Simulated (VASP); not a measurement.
# TaN (P-6m2) in VASP: a series of runs, part 2 of 2

VASP 6.6.1. The steps go on from the part before.

**5. Single point, r2SCAN**

This run uses another cell than the first one, of 10.56 Å³/atom, 0.980 times its volume.

The input, POSCAR:

```
TaN
1.0
    2.9182812851      0.0000000000      0.0000000000
   -1.4591406425      2.5273057282      0.0000000000
    0.0000000000      0.0000000000      2.8636504237
Ta N
1 1
Direct
    0.0000000000      0.0000000000      0.5000000000
    0.6666666667      0.3333333333      0.0000000000
```

The input, INCAR.step1:

```
ALGO     = Normal         # electronic algorithm
EDIFF    = 1E-5           # SCF threshold, eV
ENCUT    = 660            # plane-wave cutoff, eV
GGA      = PE             # functional
GGA_COMPAT= F            
ISMEAR   = -1             # smearing method
LASPH    = T              # aspherical terms in the spheres
LCHARG   = F              # write CHGCAR
LREAL    = F              # projectors in reciprocal space
LWAVE    = T              # write WAVECAR
NBANDS   = 16             # bands
NELM     = 120            # most SCF steps
PREC     = Accurate       # precision mode
SIGMA    = 0.05           # smearing width, eV
```

The input, INCAR.step2:

```
ALGO     = Normal         # electronic algorithm
EDIFF    = 1E-6           # SCF threshold, eV
ENCUT    = 660            # plane-wave cutoff, eV
GGA_COMPAT= F            
ISIF     = 2              # what is computed and relaxed
ISMEAR   = -1             # smearing method
ISTART   = 1            
LASPH    = T              # aspherical terms in the spheres
LCHARG   = F              # write CHGCAR
LMIXTAU  = T            
LREAL    = F              # projectors in reciprocal space
LWAVE    = F              # write WAVECAR
METAGGA  = R2SCAN         # meta-GGA
NBANDS   = 16             # bands
NELM     = 120            # most SCF steps
PREC     = Accurate       # precision mode
SIGMA    = 0.05           # smearing width, eV
```

The input, KPOINTS:

```
k-points
0
Gamma
  10 10 9
```

Potentials or basis: VASP PAW PBE potentials, release 64 (Ta_sv_GW, N).

The run is started by

```
> cat potpaw_PBE.64/Ta_sv_GW/POTCAR potpaw_PBE.64/N/POTCAR > POTCAR
> cp INCAR.step1 INCAR
> mpirun -np 1 vasp_std > vasp.out
> cp INCAR.step2 INCAR
> mpirun -np 1 vasp_std > vasp.out
```

OUTCAR:

```text
EDIFF = 1E-6
   ENCUT = 660
   ISIF = 2
   ISMEAR = -1
   ISTART = 1
   LASPH = T
   LREAL = F
   METAGGA = R2SCAN
   NELM = 120
   PREC = Accurate

 ion  position               nearest neighbor table
   1  0.000  0.000  0.500-   2 2.21   2 2.21   2 2.21   2 2.21   2 2.21   2 2.21
   2  0.667  0.333  0.000-   1 2.21   1 2.21   1 2.21   1 2.21   1 2.21   1 2.21

  LATTYP: Found a hexagonal cell.
 ALAT       =     2.9182812851
 C/A-ratio  =     0.9812797822

  Lattice vectors:

 A1 = (   2.9182812851,   0.0000000000,   0.0000000000)
 A2 = (  -1.4591406425,   2.5273057282,   0.0000000000)
 A3 = (   0.0000000000,   0.0000000000,   2.8636504237)

Analysis of symmetry for initial positions (statically):
=====================================================================
 Subroutine PRICEL returns:
 Original cell was already a primitive cell.

 Routine SETGRP: Setting up the symmetry group for a
 hexagonal supercell.

 Subroutine GETGRP returns: Found 12 space group operations
 (whereof 12 operations were pure point group operations)
 out of a pool of 24 trial point group operations.

The static configuration has the point symmetry D_3h.

Analysis of symmetry for dynamics (positions and initial velocities):
=====================================================================
 Subroutine PRICEL returns:
 Original cell was already a primitive cell.

 Routine SETGRP: Setting up the symmetry group for a
 hexagonal supercell.

 Subroutine GETGRP returns: Found 12 space group operations
 (whereof 12 operations were pure point group operations)
 out of a pool of 24 trial point group operations.

The dynamic configuration has the point symmetry D_3h.

 Subroutine INISYM returns: Found 12 space group operations
 (whereof 12 operations are pure point group operations),
 and found     1 'primitive' translations

----------------------------------------------------------------------------------------

                                     Primitive cell

  volume of cell :      21.1205

  direct lattice vectors                    reciprocal lattice vectors
     2.918281285  0.000000000  0.000000000     0.342667448  0.197839143  0.000000000
    -1.459140642  2.527305728  0.000000000     0.000000000  0.395678287  0.000000000
     0.000000000  0.000000000  2.863650424     0.000000000  0.000000000  0.349204635

  length of vectors
     2.918281285  2.918281285  2.863650424     0.395678286  0.395678287  0.349204635

  position of ions in fractional coordinates (direct lattice)
     0.000000000  0.000000000  0.500000000
     0.666666667  0.333333333  0.000000000

  ion indices of the primitive-cell ions
   primitive index   ion index
                 1           1
                 2           2

----------------------------------------------------------------------------------------

 KPOINTS: k-points

Automatic generation of k-mesh.
 Grid dimensions read from file:
 generate k-points for:   10   10    9

 Generating k-lattice:

  Cartesian coordinates                     Fractional coordinates (reciprocal lattice)
     0.034266745  0.019783914  0.000000000     0.100000000  0.000000000  0.000000000
     0.000000000  0.039567829  0.000000000     0.000000000  0.100000000  0.000000000
     0.000000000  0.000000000  0.038800515     0.000000000  0.000000000  0.111111111

  Length of vectors
     0.039567829  0.039567829  0.038800515

  Shift w.r.t. Gamma in fractional coordinates (k-lattice)
     0.000000000  0.000000000  0.000000000

 Subroutine IBZKPT returns following result:
 ===========================================

 Found     70 irreducible k-points:

 Following reciprocal coordinates:
            Coordinates               Weight
  0.000000  0.000000  0.000000      1.000000
  0.100000  0.000000  0.000000      6.000000
  0.200000  0.000000  0.000000      6.000000
  0.300000 -0.000000  0.000000      6.000000
  0.400000 -0.000000  0.000000      6.000000
  0.500000  0.000000  0.000000      3.000000
[... 16 lines left out ...]
  0.300000  0.100000  0.111111     24.000000
  0.400000  0.100000  0.111111     24.000000
 [... further k-points ...]
   k-points           NKPTS =     70   k-points in BZ     NKDIM =     70   number of bands    NBANDS=     16
   number of dos      NEDOS =    301   number of ions     NIONS =      2
   total plane-waves  NPLWV =  13824
   dimension x,y,z NGX =    24 NGY =   24 NGZ =   24
   dimension x,y,z NGXF=    48 NGYF=   48 NGZF=   48
   ions per type =               1   1
   NGX,Y,Z   is equivalent  to a cutoff of  13.67, 13.67, 13.93 a.u.
   NGXF,Y,Z  is equivalent  to a cutoff of  27.34, 27.34, 27.87 a.u.
 SYSTEM =  unknown system
   PREC   = accura    normal or accurate (medium, high low for compatibility)
   ISTART =      1    job   : 0-new  1-cont  2-samecut
   ICHARG =      0    charge: 1-file 2-atom 10-const
   ISPIN  =      1    spin polarized calculation?
   LNONCOLLINEAR =      F non collinear calculations
   LSORBIT =      F    spin-orbit coupling
   LASPH  =      T    aspherical Exc in radial PAW
   ENCUT  =  660.0 eV  48.51 Ry    6.96 a.u.   6.11  6.11  6.00*2*pi/ulx,y,z
   NELM   =    120;   NELMIN=  2; NELMDL=  0     # of ELM steps
   EDIFF  = 0.1E-05   stopping-criterion for ELM
   LREAL  =      F    real-space projection
   EDIFFG = 0.1E-04   stopping-criterion for IOM
   NSW    =      0    number of steps for IOM
   IBRION =     -1    ionic relax: 0-MD 1-quasi-New 2-CG
   NFREE  =      0    steps in history (QN), initial steepest desc. (CG)
   ISIF   =      2    stress and relaxation
   ISYM   =      2    0-nonsym 1-usesym 2-fastsym
   POTIM  = 0.5000    time-step for ionic-motion
   TEBEG  =    0.0;   TEEND  =   0.0 temperature during run
   PSTRESS=    0.0 pullay stress
   NELECT =      18.0000    total number of electrons
   NUPDOWN=      -1.0000    fix difference up-down
   EMIN   =  10.00;   EMAX   =-10.00  energy-range for DOS
   EFERMI =   0.00;   METHOD = LEGACY
   ISMEAR =    -1;   SIGMA  =   0.05  broadening in eV -4-tet -1-fermi 0-gaus
   EFERMI_NEDOS =   21; number of points for ismear=-14 and -15
   IALGO  =     38    algorithm
   IMIX   =      4    mixing-type and parameters
     AMIX     =   0.40;   BMIX     =  1.00
     AMIX_MAG =   1.60;   BMIX_MAG =  1.00
  volume/ion in A,a.u.               =      10.56        71.26
  Fermi-wavevector in a.u.,A,eV,Ry     =   1.552139  2.933118 32.778290  2.409136
  Thomas-Fermi vector in A             =   2.656558
   LORBIT       =      0    0 simple, 1 ext, 2 COOP (PROOUT), +10 PAW based schemes
   METAGGA = R2SCAN    functional components
   LHFCALC =     F    Hartree Fock is set to
   AEXX    =    0.0000 exact exchange contribution
   IVDW    =     0    specifies the selected vdW correction
   LEPSILON=     F    determine dielectric tensor
   LRPA    =     F    only Hartree local field effects (RPA)
 non-spin polarized calculation
  energy-cutoff  :      660.00
  volume of cell :       21.12
 maximum number of plane-waves:       828
   NGX = 13   NGY = 13   NGZ = 11

 number of electron      17.9999999 magnetization

 Free energy of the ion-electron system (eV)
  ---------------------------------------------------
  ext. energy  EPLUGINS =         0.00000000
  ---------------------------------------------------
  free energy    TOTEN  =       -62.95087460 eV

  energy without entropy =      -62.95063510  energy(sigma->0) =      -62.95075485

 E-fermi :  12.7994     XC(G=0): -14.7750

 val. band max:       12.6608659769   @ k =   0.0000   0.0000   0.4444
 cond. band min:      13.0018624931   @ k =   0.0000   0.0000   0.3333
 fundamental gap:      0.3409965162
 Fermi energy:        12.7993909249

 k-point     1 :       0.0000    0.0000    0.0000
  band No.  band energies     occupation
      1     -57.8265      2.00000
      2     -23.3717      2.00000
      3     -23.1026      2.00000
      4     -23.1026      2.00000
      5      -6.2384      2.00000
      6       7.7914      2.00000
[... 8 lines left out ...]
     15      26.6236      0.00000
     16      29.8722      0.00000

 k-point     2 :       0.1000    0.0000    0.0000
  band No.  band energies     occupation
      1     -57.8181      2.00000
      2     -23.3568      2.00000
      3     -23.2211      2.00000
      4     -23.1276      2.00000
      5      -6.0265      2.00000
      6       7.2001      2.00000
[... 8 lines left out ...]
     15      26.5936      0.00000
     16      30.3061      0.00000
[... 387 lines left out ...]
      5      -4.2763      2.00000
      6       4.7043      2.00000
[... 8 lines left out ...]
     15      26.7817      0.00000
     16      29.3471      0.00000

 k-point    24 :       0.4000    0.1000    0.1111
  band No.  band energies     occupation
      1     -57.7312      2.00000
      2     -24.1692      2.00000
      3     -23.4111      2.00000
      4     -23.3212      2.00000
      5      -3.9029      2.00000
      6       4.2358      2.00000
[... 8 lines left out ...]
     15      25.5537      0.00000
     16      29.4250      0.00000

 [... further k-points ...]
[... 5 lines left out ...]
  --------------------------------------------------------------------------------------
  -------------------------------------------------------------------------------------
  Total        0.8918738      0.8918738      1.1148961      0.0000000      0.0000000      0.0000000
  in kB       67.6564294     67.6564294     84.5746199      0.0000000      0.0000000      0.0000000
  external PRESSURE =      73.2958262 kB  Pullay stress =       0.0000000 kB

 VOLUME and BASIS-vectors are now :
 -----------------------------------------------------------------------------
  energy-cutoff  :      660.00
  volume of cell :       21.12
      direct lattice vectors                 reciprocal lattice vectors
     2.918281285  0.000000000  0.000000000     0.342667448  0.197839143  0.000000000
    -1.459140642  2.527305728  0.000000000     0.000000000  0.395678287  0.000000000
     0.000000000  0.000000000  2.863650424     0.000000000  0.000000000  0.349204635

 POSITION                                       TOTAL-FORCE (eV/Angst)
 -----------------------------------------------------------------------------------
      0.00000      0.00000      1.43183        -0.000000      0.000000      0.000000
      1.45914      0.84244      0.00000         0.000000      0.000000      0.000000
 -----------------------------------------------------------------------------------
    total drift:                               -0.000000      0.000000      0.000000

  FREE ENERGIE OF THE ION-ELECTRON SYSTEM (eV)
  ---------------------------------------------------
  free  energy   TOTEN  =       -62.9508746016 eV

  energy  without entropy=      -62.9506350980  energy(sigma->0) =      -62.95075485
```

Wall time 89 s (1 thread of Intel Xeon Platinum 8259CL at 2.50GHz (Skylake/Cascade Lake), shared host); peak memory 0.17 GiB.

What came out:

| Item | Value |
| --- | --- |
| Free energy | -62.9509 eV |
| Pressure | 7.3 GPa |
| Band gap on the k mesh | zero (band 9 reaches 13.00 eV, above the bottom of band 10 at 12.66 eV) |

Levels at points of the mesh, in eV from the Fermi level:
```
           k point  band 7  band 8  band 9  band 10  band 11  band 12
(0.00, 0.00, 0.00)   -5.01   -4.56   -3.28     2.52     3.74     3.74
(0.50, 0.00, 0.00)   -5.64   -3.77   -3.55     3.23     4.17     5.52
```

Caveat: the PAW data sets were made with another functional, which shifts forces and pressure a little; spin-orbit coupling is left out, which moves the levels of the heavy elements.

**6. Single point, PBEsol, non-collinear spin, zero start, spin-orbit coupling**

The input, INCAR:

```
SYSTEM = TaN
PREC = Accurate
ENCUT = 520
EDIFF = 1E-6
ISMEAR = -1
SIGMA = 0.05
LREAL = .FALSE.
LASPH = .TRUE.
NELM = 150
ALGO = Normal
ISIF = 2
LWAVE = .FALSE.
LCHARG = .FALSE.
LNONCOLLINEAR = .TRUE.
MAGMOM = 0 0 0 0 0 0
LORBIT = 11
LSORBIT = .TRUE.
GGA_COMPAT = .FALSE.
LORBMOM = .TRUE.
LMAXMIX = 4
GGA = PS
NBANDS = 28
```

The input, KPOINTS:

```
Automatic mesh
0
G
  10 10 9
  0 0 0
```

The input, POSCAR:

```
TaN
1.0
    2.9380000000      0.0000000000      0.0000000000
   -1.4690000000      2.5443826363      0.0000000000
    0.0000000000      0.0000000000      2.8830000000
Ta N
1 1
Direct
    0.0000000000      0.0000000000      0.5000000000
    0.6666666667      0.3333333333      0.0000000000
```

Potentials or basis: VASP PAW PBE potentials, release 64 (Ta_pv, N).

The run is started by

```
> cat potpaw_PBE.64/Ta_pv/POTCAR potpaw_PBE.64/N/POTCAR > POTCAR
> mpirun -np 1 vasp_ncl > vasp.out
```

Wall time 45 s (1 thread of Intel Xeon 6975P-C (Granite Rapids), shared host); peak memory 0.25 GiB.

The run converged. Its results:

```yaml
Free_energy: -24.4735 eV
Pressure: -3.7 GPa
Net_moment: 0.00 μB per cell
Valence_electrons_inside_the_program's_atomic_spheres: Ta 9.02; N 3.71
```

Stress tensor (GPa, compression positive):
```
-3.62  0.00  0.00
 0.00 -3.62  0.00
 0.00  0.00 -3.93
```

Moments on the atoms (μB; x, y, z):
```
Ta  0.00 0.00 0.00
N   0.00 0.00 0.00
```

Caveat: the PAW data sets were made with another functional, which shifts forces and pressure a little.

**7. Summary**

| level | potentials or basis | spin | U | cell | cutoff (eV) | second run | gap on the mesh (eV) | pressure (GPa) |
| --- | --- | --- | --- | --- | --- | --- | --- | --- |
| LDA+U | VASP PAW LDA potentials, release 64 (Ta_sv_GW, N) | off | Ta d U = 8.0 eV | a = 2.938, b = 2.938, c = 2.883 Å, angles 90.0, 90.0, 120.0°, 2 atoms | 600 | valence_matched | none | 17.2 |
| LDA | VASP PAW LDA potentials, release 64 (Ta_sv_GW, N) | off | - | a = 2.878, b = 2.878, c = 2.824 Å, angles 90.0, 90.0, 120.0°, 2 atoms | 600 | valence_matched | none | 13.4 |
| LDA+U | VASP PAW LDA potentials, release 64 (Ta_sv_GW, N) | off | Ta d U = 2.0 eV | a = 2.938, b = 2.938, c = 2.883 Å, angles 90.0, 90.0, 120.0°, 2 atoms | 600 | valence_matched | none | -4.1 |
| r2SCAN | VASP PAW PBE potentials, release 64 (Ta_sv_GW, N) | off | - | a = 2.918, b = 2.918, c = 2.864 Å, angles 90.0, 90.0, 120.0°, 2 atoms | 660 | valence_matched | none | 7.3 |
| PBEsol | VASP PAW PBE potentials, release 64 (Ta_pv, N) | non-collinear, zero start, SOC | - | a = 2.938, b = 2.938, c = 2.883 Å, angles 90.0, 90.0, 120.0°, 2 atoms | 520 | - | - | -3.7 |

Alike in all rows: task single point; k mesh 10 × 10 × 9; smearing fermi-dirac 0.05 eV.

Caveats: spin-orbit coupling is left out, which moves the levels of the heavy elements (some runs); U without spin polarisation on a metal has little footing (some runs); the PAW data sets were made with another functional, which shifts forces and pressure a little (some runs).

Total energies depend on the potentials used, so only differences within one code and one set of settings carry meaning.
